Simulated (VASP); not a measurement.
# As (R-3m) in VASP: further runs

Runs on As. Level: revPBE. Tasks: single point, relaxation of cell and atoms.

All numbers are computed with VASP 6.6.1; they aren't measurements. Logs are shortened: lines on timing, memory, paths and dates and some standing lists are left out, and cuts for length are marked.

**1. The cell of the first run**

Symmetry: R-3m, No. 166, trigonal system. Conventional cell: a = 3.635 Å, b = 3.635 Å, c = 21.188 Å, α = 90.00°, β = 90.00°, γ = 120.00°. As (site symmetry 3m) has 3 As at 2.52 Å within 3.3 Å.

**2. Single point, revPBE**

The input, INCAR:

```
SYSTEM = As
  PREC = Accurate
  ENCUT = 600
  EDIFF = 1E-6
  ISMEAR = -1
  SIGMA = 0.1
  LREAL = .FALSE.
  LASPH = .TRUE.
  NELM = 120
  ALGO = Normal
  ISIF = 2
  LWAVE = .FALSE.
  LCHARG = .TRUE.
  GGA = RE
  LELF = .TRUE.
  LVHAR = .TRUE.
  NBANDS = 22
  GGA_COMPAT = .FALSE.
```

The input, KPOINTS:

```
Automatic mesh
0
G
  10 10 10
  0 0 0
```

The input, POSCAR:

```
As
1.0
    1.8175123326      1.0493412345      7.0626426763
   -1.8175123326      1.0493412345      7.0626426763
    0.0000000000     -2.0986824689      7.0626426764
As
2
Direct
    0.8005360243      0.8005360243      0.8005360243
    0.1994639757      0.1994639757      0.1994639757
```

Potentials or basis: VASP PAW PBE potentials, release 64 (As_d).

Launch:

```
> cat potpaw_PBE.64/As_d/POTCAR > POTCAR
> mpirun -np 1 vasp_std > vasp.out
```

OUTCAR:

```text
SYSTEM = As
   PREC = Accurate
   ENCUT = 600
   EDIFF = 1E-6
   ISMEAR = -1
   LREAL = .FALSE.
   LASPH = .TRUE.
   NELM = 120
   ISIF = 2
   GGA = RE

 ion  position               nearest neighbor table
   1  0.801  0.801  0.801-   2 2.52   2 2.52   2 2.52
   2  0.199  0.199  0.199-   1 2.52   1 2.52   1 2.52

  LATTYP: Found a trigonal (rhomboedric) cell.
 ALAT       =     7.3678619476
 COS(alpha) =     0.8782968641

  Lattice vectors:

 A1 = (   1.8175123326,   1.0493412345,   7.0626426763)
 A2 = (  -1.8175123326,   1.0493412345,   7.0626426763)
 A3 = (   0.0000000000,  -2.0986824689,   7.0626426764)

Analysis of symmetry for initial positions (statically):
=====================================================================
 Subroutine PRICEL returns:
 Original cell was already a primitive cell.

 Routine SETGRP: Setting up the symmetry group for a
 trigonal (rhombohedral) supercell.

 Subroutine GETGRP returns: Found 12 space group operations
 (whereof 12 operations were pure point group operations)
 out of a pool of 12 trial point group operations.

The static configuration has the point symmetry D_3d.

Analysis of symmetry for dynamics (positions and initial velocities):
=====================================================================
 Subroutine PRICEL returns:
 Original cell was already a primitive cell.

 Routine SETGRP: Setting up the symmetry group for a
 trigonal (rhombohedral) supercell.

 Subroutine GETGRP returns: Found 12 space group operations
 (whereof 12 operations were pure point group operations)
 out of a pool of 12 trial point group operations.

The dynamic configuration has the point symmetry D_3d.

 Subroutine INISYM returns: Found 12 space group operations
 (whereof 12 operations are pure point group operations),
 and found     1 'primitive' translations

----------------------------------------------------------------------------------------

                                     Primitive cell

  volume of cell :      80.8188

  direct lattice vectors                    reciprocal lattice vectors
     1.817512333  1.049341234  7.062642676     0.275101297  0.158829808  0.047196687
    -1.817512333  1.049341234  7.062642676    -0.275101297  0.158829808  0.047196687
     0.000000000 -2.098682469  7.062642676     0.000000000 -0.317659616  0.047196687

  length of vectors
     7.367861948  7.367861948  7.367861948     0.321146631  0.321146631  0.321146631

  position of ions in fractional coordinates (direct lattice)
     0.800536024  0.800536024  0.800536024
     0.199463976  0.199463976  0.199463976

  ion indices of the primitive-cell ions
   primitive index   ion index
                 1           1
                 2           2

----------------------------------------------------------------------------------------

 KPOINTS: Automatic mesh

Automatic generation of k-mesh.
 Grid dimensions read from file:
 generate k-points for:   10   10   10

 Generating k-lattice:

  Cartesian coordinates                     Fractional coordinates (reciprocal lattice)
     0.027510130  0.015882981  0.004719669     0.100000000  0.000000000  0.000000000
    -0.027510130  0.015882981  0.004719669     0.000000000  0.100000000  0.000000000
     0.000000000 -0.031765962  0.004719669     0.000000000  0.000000000  0.100000000

  Length of vectors
     0.032114663  0.032114663  0.032114663

  Shift w.r.t. Gamma in fractional coordinates (k-lattice)
     0.000000000  0.000000000  0.000000000

 Subroutine IBZKPT returns following result:
 ===========================================

 Found    116 irreducible k-points:

 Following reciprocal coordinates:
            Coordinates               Weight
  0.000000  0.000000  0.000000      1.000000
  0.100000 -0.000000  0.000000      6.000000
  0.200000 -0.000000  0.000000      6.000000
  0.300000 -0.000000 -0.000000      6.000000
  0.400000 -0.000000  0.000000      6.000000
  0.500000 -0.000000  0.000000      3.000000
[... 16 lines left out ...]
  0.300000  0.300000 -0.000000      6.000000
  0.400000  0.300000  0.000000     12.000000
 [... further k-points ...]
   k-points           NKPTS =    116   k-points in BZ     NKDIM =    116   number of bands    NBANDS=     22
   number of dos      NEDOS =    301   number of ions     NIONS =      2
   total plane-waves  NPLWV = 216000
   dimension x,y,z NGX =    60 NGY =   60 NGZ =   60
   dimension x,y,z NGXF=   120 NGYF=  120 NGZF=  120
   ions per type =               2
   NGX,Y,Z   is equivalent  to a cutoff of  13.54, 13.54, 13.54 a.u.
   NGXF,Y,Z  is equivalent  to a cutoff of  27.08, 27.08, 27.08 a.u.
 SYSTEM =  As
   PREC   = accura    normal or accurate (medium, high low for compatibility)
   ISTART =      0    job   : 0-new  1-cont  2-samecut
   ICHARG =      2    charge: 1-file 2-atom 10-const
   ISPIN  =      1    spin polarized calculation?
   LNONCOLLINEAR =      F non collinear calculations
   LSORBIT =      F    spin-orbit coupling
   LASPH  =      T    aspherical Exc in radial PAW
   ENCUT  =  600.0 eV  44.10 Ry    6.64 a.u.  14.72 14.72 14.72*2*pi/ulx,y,z
   NELM   =    120;   NELMIN=  2; NELMDL= -5     # of ELM steps
   EDIFF  = 0.1E-05   stopping-criterion for ELM
   LREAL  =      F    real-space projection
   EDIFFG = 0.1E-04   stopping-criterion for IOM
   NSW    =      0    number of steps for IOM
   IBRION =     -1    ionic relax: 0-MD 1-quasi-New 2-CG
   NFREE  =      0    steps in history (QN), initial steepest desc. (CG)
   ISIF   =      2    stress and relaxation
   ISYM   =      2    0-nonsym 1-usesym 2-fastsym
   POTIM  = 0.5000    time-step for ionic-motion
   TEBEG  =    0.0;   TEEND  =   0.0 temperature during run
   PSTRESS=    0.0 pullay stress
   NELECT =      30.0000    total number of electrons
   NUPDOWN=      -1.0000    fix difference up-down
   EMIN   =  10.00;   EMAX   =-10.00  energy-range for DOS
   EFERMI =   0.00;   METHOD = LEGACY
   ISMEAR =    -1;   SIGMA  =   0.10  broadening in eV -4-tet -1-fermi 0-gaus
   EFERMI_NEDOS =   21; number of points for ismear=-14 and -15
   IALGO  =     38    algorithm
   IMIX   =      4    mixing-type and parameters
     AMIX     =   0.40;   BMIX     =  1.00
     AMIX_MAG =   1.60;   BMIX_MAG =  1.00
  volume/ion in A,a.u.               =      40.41       272.70
  Fermi-wavevector in a.u.,A,eV,Ry     =   1.176552  2.223361 18.834193  1.384274
  Thomas-Fermi vector in A             =   2.312914
   LORBIT       =      0    0 simple, 1 ext, 2 COOP (PROOUT), +10 PAW based schemes
   GGA     = RE    functional components
   LHFCALC =     F    Hartree Fock is set to
   AEXX    =    0.0000 exact exchange contribution
   IVDW    =     0    specifies the selected vdW correction
   LEPSILON=     F    determine dielectric tensor
   LRPA    =     F    only Hartree local field effects (RPA)
 non-spin polarized calculation
  energy-cutoff  :      600.00
  volume of cell :       80.82
 maximum number of plane-waves:      2728
   NGX = 29   NGY = 29   NGZ = 29

 number of electron      30.0000000 magnetization

 Free energy of the ion-electron system (eV)
  ---------------------------------------------------
  ext. energy  EPLUGINS =         0.00000000
  ---------------------------------------------------
  free energy    TOTEN  =        -8.86176021 eV

  energy without entropy =       -8.86171127  energy(sigma->0) =       -8.86173574

 E-fermi :  -0.1755     XC(G=0):  -6.7973

 val. band max:       -1.0086975481   @ k =   0.5000   0.5000   0.5000
 cond. band min:       0.6353316304   @ k =   0.3000  -0.0000  -0.0000
 fundamental gap:      1.6440291785
 Fermi energy:        -0.1755494122

 k-point     1 :       0.0000    0.0000    0.0000
  band No.  band energies     occupation
      1     -36.1001      2.00000
      2     -36.1001      2.00000
      3     -36.0654      2.00000
      4     -36.0654      2.00000
      5     -36.0108      2.00000
      6     -35.9946      2.00000
[... 14 lines left out ...]
     21       8.4300      0.00000
     22       9.1494      0.00000

 k-point     2 :       0.1000   -0.0000    0.0000
  band No.  band energies     occupation
      1     -36.1000      2.00000
      2     -36.0976      2.00000
      3     -36.0645      2.00000
      4     -36.0632      2.00000
      5     -36.0111      2.00000
      6     -35.9960      2.00000
[... 14 lines left out ...]
     21       8.0779      0.00000
     22       9.0504      0.00000

 k-point     3 :       0.2000   -0.0000    0.0000
  band No.  band energies     occupation
      1     -36.0995      2.00000
      2     -36.0908      2.00000
      3     -36.0618      2.00000
      4     -36.0571      2.00000
      5     -36.0118      2.00000
      6     -36.0002      2.00000
[... 14 lines left out ...]
     21       8.3451      0.00000
     22       8.6435      0.00000

 k-point     4 :       0.3000   -0.0000   -0.0000
  band No.  band energies     occupation
      1     -36.0988      2.00000
      2     -36.0825      2.00000
      3     -36.0556      2.00000
      4     -36.0484      2.00000
      5     -36.0133      2.00000
      6     -36.0067      2.00000
[... 14 lines left out ...]
     21       8.2393      0.00000
     22       9.0920      0.00000

 k-point     5 :       0.4000   -0.0000    0.0000
  band No.  band energies     occupation
      1     -36.0981      2.00000
      2     -36.0770      2.00000
      3     -36.0441      2.00000
      4     -36.0387      2.00000
      5     -36.0178      2.00000
      6     -36.0148      2.00000
[... 417 lines left out ...]
 k-point    22 :      -0.2000    0.2000    0.0000
  band No.  band energies     occupation
      1     -36.0997      2.00000
      2     -36.0744      2.00000
      3     -36.0560      2.00000
      4     -36.0425      2.00000
      5     -36.0128      2.00000
      6     -36.0125      2.00000
[... 14 lines left out ...]
     21       8.0282      0.00000
     22       9.2135      0.00000

 k-point    23 :       0.3000    0.3000   -0.0000
  band No.  band energies     occupation
      1     -36.0988      2.00000
      2     -36.0825      2.00000
      3     -36.0556      2.00000
      4     -36.0484      2.00000
      5     -36.0133      2.00000
      6     -36.0067      2.00000
[... 14 lines left out ...]
     21       8.9047      0.00000
     22      10.0658      0.00000

 k-point    24 :       0.4000    0.3000    0.0000
  band No.  band energies     occupation
      1     -36.0990      2.00000
      2     -36.0763      2.00000
      3     -36.0519      2.00000
      4     -36.0416      2.00000
      5     -36.0148      2.00000
      6     -36.0121      2.00000
[... 14 lines left out ...]
     21       8.7768      0.00000
     22       9.6937      0.00000

 [... further k-points ...]

------------------------ aborting loop because EDIFF is reached ----------------------------------------

  FORCE on cell =-STRESS in cart. coord.  units (eV):
  Direction    XX          YY          ZZ          XY          YZ          ZX
  --------------------------------------------------------------------------------------
  -------------------------------------------------------------------------------------
  Total        0.0657989      0.0657989      0.0850830      0.0000000     -0.0000000      0.0000000
  in kB        1.3044185      1.3044185      1.6867121      0.0000000     -0.0000000      0.0000000
  external PRESSURE =       1.4318497 kB  Pullay stress =       0.0000000 kB

 VOLUME and BASIS-vectors are now :
 -----------------------------------------------------------------------------
  energy-cutoff  :      600.00
  volume of cell :       80.82
      direct lattice vectors                 reciprocal lattice vectors
     1.817512333  1.049341234  7.062642676     0.275101297  0.158829808  0.047196687
    -1.817512333  1.049341234  7.062642676    -0.275101297  0.158829808  0.047196687
     0.000000000 -2.098682469  7.062642676     0.000000000 -0.317659616  0.047196687

 POSITION                                       TOTAL-FORCE (eV/Angst)
 -----------------------------------------------------------------------------------
      0.00000      0.00000     16.96170         0.000000     -0.000000     -0.019703
      0.00000      0.00000      4.22623         0.000000      0.000000      0.019703
 -----------------------------------------------------------------------------------
    total drift:                               -0.000000      0.000000     -0.000000

  FREE ENERGIE OF THE ION-ELECTRON SYSTEM (eV)
  ---------------------------------------------------
  free  energy   TOTEN  =        -8.8617602129 eV

  energy  without entropy=       -8.8617112715  energy(sigma->0) =       -8.86173574
```

It took 6.6 min on 1 thread of Intel Xeon Platinum 8488C (Sapphire Rapids), shared host; peak memory 0.58 GiB.

Results:

```
Free energy            : -8.8618 eV
Pressure               : 0.1 GPa
Largest force          : 0.020 eV/Å
Band gap on the k mesh : 1.64 eV (least direct gap 1.84 eV)
```

Forces on the atoms (eV/Å):
```
As   0.000  0.000 -0.020
As   0.000  0.000  0.020
```

Caveat: the PAW data sets were made with another functional, which shifts forces and pressure a little.

**3. Relaxation of cell and atoms, revPBE**

This run uses another cell than the first one, of 21.53 Å³/atom.

The input, INCAR:

```
SYSTEM = As
PREC     = Accurate       ! precision mode
ENCUT    = 600            ! plane-wave cutoff, eV
EDIFF    = 1E-6           ! SCF threshold, eV
ISMEAR   = -1             ! smearing method
SIGMA    = 0.1            ! smearing width, eV
LREAL    = .FALSE.        ! projectors in reciprocal space
LASPH    = .TRUE.         ! aspherical terms in the spheres
NELM     = 60             ! most SCF steps
ALGO     = Normal         ! electronic algorithm
ISIF     = 3              ! what is computed and relaxed
LWAVE    = .FALSE.        ! write WAVECAR
LCHARG   = .FALSE.        ! write CHGCAR
GGA      = RE             ! functional
IBRION   = 2              ! ionic algorithm
NSW      = 80             ! ionic steps
EDIFFG   = -0.01          ! ionic threshold
```

KPOINTS is that of step 2.

The input, POSCAR:

```
As
1.0
    1.8807975058      1.0858789463      3.5140618606
   -1.8807975058      1.0858789463      3.5140618606
    0.0000000000     -2.1717578925      3.5140618606
As
2
Direct
    0.7740000000      0.7740000000      0.7740000000
    0.2260000000      0.2260000000      0.2260000000
```

Potentials or basis: VASP PAW PBE potentials, release 64 (As).

Launch:

```
> cat potpaw_PBE.64/As/POTCAR > POTCAR
> mpirun -np 1 vasp_std > vasp.out
```

OUTCAR:

```text
SYSTEM = As
   PREC = Accurate
   ENCUT = 600
   EDIFF = 1E-6
   ISMEAR = -1
   LREAL = .FALSE.
   LASPH = .TRUE.
   NELM = 60
   ISIF = 3
   GGA = RE
   IBRION = 2
   NSW = 80
   EDIFFG = -0.01

 ion  position               nearest neighbor table
   1  0.774  0.774  0.774-   2 2.51   2 2.51   2 2.51
   2  0.226  0.226  0.226-   1 2.51   1 2.51   1 2.51

  LATTYP: Found a trigonal (rhomboedric) cell.
 ALAT       =     4.1310002547
 COS(alpha) =     0.5854245006

  Lattice vectors:

 A1 = (   1.8807975058,   1.0858789463,   3.5140618606)
 A2 = (  -1.8807975058,   1.0858789463,   3.5140618606)
 A3 = (   0.0000000000,  -2.1717578925,   3.5140618606)

[... 574 lines left out ...]
  free  energy   TOTEN  =        -8.7177944073 eV

  energy  without entropy=       -8.7112535257  energy(sigma->0) =       -8.71452397

[... ionic steps 4 to 41 ...]

--------------------------------------- Ionic step       42  -------------------------------------------

 number of electron      10.0000002 magnetization

------------------------ aborting loop because EDIFF is reached ----------------------------------------
[... 67 lines left out ...]
--------------------------------------- Ionic step       44  -------------------------------------------

 number of electron      10.0000002 magnetization

 Free energy of the ion-electron system (eV)
  ---------------------------------------------------
  ext. energy  EPLUGINS =         0.00000000
  ---------------------------------------------------
  free energy    TOTEN  =        -8.82842282 eV

  energy without entropy =       -8.82835331  energy(sigma->0) =       -8.82838807

 E-fermi :   1.2292     XC(G=0):  -6.9137

 val. band max:        0.3970319113   @ k =   0.5000   0.5000   0.5000
 cond. band min:       1.9682109373   @ k =   0.3000   0.0000   0.0000
 fundamental gap:      1.5711790259
 Fermi energy:         1.2291797379

 k-point     1 :       0.0000    0.0000    0.0000
  band No.  band energies     occupation
      1     -12.8363      2.00000
      2      -6.6006      2.00000
      3      -0.2655      2.00000
      4       0.3958      1.99952
      5       0.3958      1.99952
      6       2.4818      0.00001
      7       3.8803      0.00000
      8       3.8803      0.00000
      9       7.1574      0.00000
[... 305 lines left out ...]
  FREE ENERGIE OF THE ION-ELECTRON SYSTEM (eV)
  ---------------------------------------------------
  free  energy   TOTEN  =        -8.8284228171 eV

  energy  without entropy=       -8.8283533146  energy(sigma->0) =       -8.82838807

 reached required accuracy - stopping structural energy minimisation
```

OSZICAR:

```text
N       E                     dE             d eps       ncg     rms          rms(c)
DAV:   1     0.345315420526E+02    0.34532E+02   -0.46541E+03  2088   0.103E+03
DAV:   2    -0.731001511546E+01   -0.41842E+02   -0.40865E+02  3143   0.129E+02
[... 377 lines left out ...]
  43 F= -.88282764E+01 E0= -.88282419E+01  d E =-.344760E-03
       N       E                     dE             d eps       ncg     rms          rms(c)
DAV:   1    -0.882854577438E+01   -0.26961E-03   -0.26925E-03  2126   0.339E-01    0.374E-02
DAV:   2    -0.882846006722E+01    0.85707E-04   -0.17678E-04  2318   0.838E-02    0.234E-02
DAV:   3    -0.882842249217E+01    0.37575E-04   -0.13782E-04  2318   0.620E-02    0.533E-03
DAV:   4    -0.882842281711E+01   -0.32494E-06   -0.53743E-06  2277   0.165E-02
  44 F= -.88284228E+01 E0= -.88283881E+01  d E =-.491200E-03
```

Wall time 8.7 min (1 thread of Intel Xeon 6975P-C (Granite Rapids), shared host); peak memory 0.25 GiB.

Results:

| Property | Result |
| --- | --- |
| Free energy | -8.8284 eV |
| Relaxed volume | 36.81 Å³/atom |
| Relaxed cell | a = 6.750 Å, b = 6.750 Å, c = 6.750 Å, α = 31.29°, β = 31.29°, γ = 31.29° |
| Space group after relaxing (to 0.1 Å) | R-3m (No. 166) |
| Energy gained by relaxing | 78.4 meV/atom |
| Ionic steps | 44 |
| Pressure after relaxing | 0.0 GPa |
| Band gap on the k mesh | 1.57 eV (least direct gap 1.76 eV) |

The path:
| step | energy change (eV) | largest force (eV/Å) | pressure (GPa) | volume (Å³) |
| --- | --- | --- | --- | --- |
| 1 | 0.0000 | 0.5154 | 5.26 | 43.06 |
| 3 | -0.0461 | 0.1125 | 0.19 | 45.58 |
| 5 | -0.0475 | 0.0660 | 0.21 | 45.74 |
| 7 | -0.0509 | 0.0184 | -0.03 | 46.57 |
| 9 | -0.0535 | 0.2467 | -0.57 | 48.22 |
| 11 | -0.0547 | 0.1384 | -0.28 | 47.75 |
| 13 | -0.0559 | 0.0560 | 1.11 | 48.12 |
| 15 | -0.0573 | 0.0029 | 0.62 | 48.29 |
| 17 | -0.0651 | 0.1363 | 0.86 | 50.72 |
| 19 | -0.0140 | 1.6824 | 5.45 | 59.27 |
| 21 | -0.0141 | 1.6834 | 5.46 | 59.34 |
| 23 | -0.0147 | 1.6887 | 5.49 | 59.66 |
| 25 | -0.0143 | 1.7171 | 5.63 | 60.90 |
| 27 | -0.0114 | 1.7447 | 5.72 | 61.30 |
| 29 | -0.0159 | 1.7136 | 5.62 | 61.48 |
| 31 | -0.0349 | 1.5749 | 5.20 | 62.28 |
| 33 | -0.0937 | 1.0407 | 3.69 | 65.50 |
| 35 | -0.1146 | 0.7091 | -0.27 | 78.49 |
| 37 | -0.1408 | 0.0194 | 1.19 | 72.95 |
| 39 | -0.1506 | 0.0542 | 0.80 | 73.13 |
| 41 | -0.1563 | 0.1121 | 0.22 | 73.37 |
| 43 | -0.1566 | 0.0568 | -0.13 | 73.76 |
| 44 | -0.1568 | 0.0004 | -0.02 | 73.62 |

Final structure:
```cif
data_structure
_symmetry_space_group_name_H-M 'P 1'
_symmetry_Int_Tables_number 1
_cell_length_a 6.7499
_cell_length_b 6.7499
_cell_length_c 6.7499
_cell_angle_alpha 31.290
_cell_angle_beta 31.290
_cell_angle_gamma 31.290
_cell_volume 73.62
loop_
_atom_site_label
_atom_site_type_symbol
_atom_site_fract_x
_atom_site_fract_y
_atom_site_fract_z
_atom_site_occupancy
As1 As 0.79711 0.79711 0.79711 1
As2 As 0.20289 0.20289 0.20289 1
```

Caveat: the volume moved by over 15 % at a fixed basis, so the end points are rough; the PAW data sets were made with another functional, which shifts forces and pressure a little.

[end of part 1 of 2]
